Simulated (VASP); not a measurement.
# Fe: single point with PBE

Fe:

```
CELL_PARAMETERS angstrom
2.43416 0.00000 0.00000
-1.21708 2.10804 0.00000
0.00000 0.00000 3.84193
ATOMIC_POSITIONS crystal
Fe 0.33333 0.66667 0.25000
Fe 0.66667 0.33333 0.75000
```

This isn't the form of Fe at room conditions, which is bcc.

```
Program             : VASP 6.6.1
Task                : single point
Functional          : PBE
Potentials or basis : VASP PAW PBE potentials, release 64 (Fe)
Cutoff              : 520 eV
k mesh              : 17 × 17 × 10
Occupations         : fermi-dirac, width 0.08 eV
Spin                : no spin polarisation
```

| Item | Value |
| --- | --- |
| Pressure | 10.1 GPa |
| Band gap on the k mesh | zero (bands 8 and 9 overlap by 1.91 eV) |

Stress tensor (GPa, compression positive):
```
 9.77  0.00  0.00
 0.00  9.77  0.00
 0.00  0.00 10.91
```

Levels at points of the mesh, in eV from the Fermi level:
| k point | band 6 | band 7 | band 8 | band 9 | band 10 | band 11 |
| --- | --- | --- | --- | --- | --- | --- |
| (0.00, 0.00, 0.00) | -1.24 | -1.24 | -0.90 | -0.90 | 0.57 | 0.74 |
| (0.00, 0.00, 0.50) | -1.86 | -1.86 | -1.86 | 0.34 | 0.34 | 0.34 |

Run time: 76 s on 1 thread of AMD EPYC 7R13 (shared host), peak memory 0.14 GiB.

Caveat: the cell stands under pressure; the run has no spin polarisation, though such a crystal can be magnetic. Spin polarisation is off, so any magnetic state and its effect on volume and gap are missing.
